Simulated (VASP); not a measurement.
**SnO (Romarchite): single point with PBE**

The system is SnO (Romarchite).

```
Sn O
1.0
     3.81122    0.00000    0.00000
     0.00000    3.81122    0.00000
     0.00000    0.00000    4.85688
Sn O
2 2
Direct
  0.50000 0.00000 0.23690
  0.00000 0.50000 0.76310
  0.00000 0.00000 0.00000
  0.50000 0.50000 0.00000
```

```
Program                : VASP 6.6.1
Task                   : single point
Functional             : PBE
Potentials or basis    : VASP PAW PBE potentials, release 64 (Sn_d, O)
Cutoff                 : 520 eV
k mesh                 : 6 × 6 × 4
Occupations            : gaussian, width 0.01 eV
Spin                   : no spin polarisation
Dipole correction      : no
Further INCAR settings : ALGO = Normal; EDIFF = 1e-06; NBANDS = 28
```

```yaml
Pressure: 4.0 GPa
Largest_force: 0.438 eV/Å
Band_gap_on_the_k_mesh: 0.11 eV, indirect (least direct gap 1.99 eV)
```

Forces on the atoms (eV/Å):
```
Sn   0.000  0.000  0.438
Sn   0.000  0.000 -0.438
O    0.000  0.000  0.000
O    0.000  0.000  0.000
```

Stress tensor (GPa, compression positive):
```
4.35 0.00 0.00
0.00 4.35 0.00
0.00 0.00 3.43
```

Levels at points of the mesh, in eV from the valence-band top:
```csv
k point,band 16,band 17,band 18,band 19,band 20,band 21,band 22,band 23,band 24,band 25
"(0.00, 0.00, 0.00)",-6.28,-3.48,-3.19,-3.19,0.00,2.07,4.33,4.70,4.70,5.70
"(0.50, 0.00, 0.00)",-5.01,-4.85,-4.85,-2.70,-2.70,3.17,3.17,5.91,5.91,5.96
"(0.50, 0.50, 0.00)",-5.14,-2.53,-2.53,-1.89,-1.89,0.11,0.11,4.47,4.47,7.21
"(0.00, 0.00, 0.50)",-3.55,-3.20,-3.20,-3.15,-2.22,1.68,2.98,2.98,3.68,7.89
"(0.50, 0.00, 0.50)",-5.47,-4.82,-4.82,-1.74,-1.74,2.56,2.56,5.43,5.43,6.65
"(0.50, 0.50, 0.50)",-5.58,-2.66,-2.66,-2.53,-2.53,2.35,2.35,4.01,4.01,5.59
```

Run time: 70 s on 1 thread of Intel Xeon 8259CL, on a shared host, peak memory 0.19 GiB.

Caveat: spin-orbit coupling is left out, which moves the levels of the heavy elements. A k mesh can miss the band edges.
